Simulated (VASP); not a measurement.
Write the native input for VASP 6.6.1 that does the following.

```yaml
Task: single point
Functional: PBE
Dispersion: D3(BJ)
Potentials_or_basis: VASP PAW PBE potentials, release 64 (C)
Cutoff: 520 eV
k_mesh: 30 × 30 × 18
Occupations: gaussian, width 0.15 eV
Spin: no spin polarisation
Dipole_correction: no
Further_INCAR_settings: ALGO = Normal; EDIFF = 1e-07; NBANDS = 11
```

The structure of C lies in POSCAR:

```
C
1.0
    2.5342036313      0.0000000000      0.0000000000
   -1.2671018157      2.1946847231      0.0000000000
    0.0000000000      0.0000000000      3.3745321174
C
2
Direct
    0.3333333333      0.6666666667      0.0000000000
    0.6666666667      0.3333333333      0.0000000000
```

This cell differs from its parent crystal: ratio of the length along z to the lengths across it x 0.92, volume and fractional coordinates fixed.

The input as run:

INCAR

```
SYSTEM = C
ALGO     = Normal         ! electronic algorithm
EDIFF    = 1E-7           ! SCF threshold, eV
ENCUT    = 520            ! plane-wave cutoff, eV
GGA      = PE             ! functional
ISIF     = 2              ! what is computed and relaxed
ISMEAR   = 0              ! smearing method
IVDW     = 12             ! dispersion correction
LASPH    = .True.         ! aspherical terms in the spheres
LCHARG   = .False.        ! write CHGCAR
LREAL    = .False.        ! projectors in reciprocal space
LWAVE    = .False.        ! write WAVECAR
NBANDS   = 11             ! bands
NELM     = 100            ! most SCF steps
PREC     = Accurate       ! precision mode
SIGMA    = 0.15           ! smearing width, eV
```

KPOINTS

```
k-points
0
Gamma
  30 30 18
  0 0 0
```

Potentials or basis: VASP PAW PBE potentials, release 64 (C).

Run with:

```console
$ cat potpaw_PBE.64/C/POTCAR > POTCAR
$ mpirun -np 1 vasp_std > vasp.out
```

Results of the run:

```json
{
  "Pressure": "-20.0 GPa",
  "Band gap on the k mesh": "zero (bands 4 and 5 overlap by 1.35 eV)",
  "Dispersion energy per atom": "-0.152 eV"
}
```

Caveat: the cell stands under tension.

It took 65 s on 1 thread of AMD EPYC 9R45 96-Core Processor (Zen 5), on a shared host, peak memory 0.23 GiB.
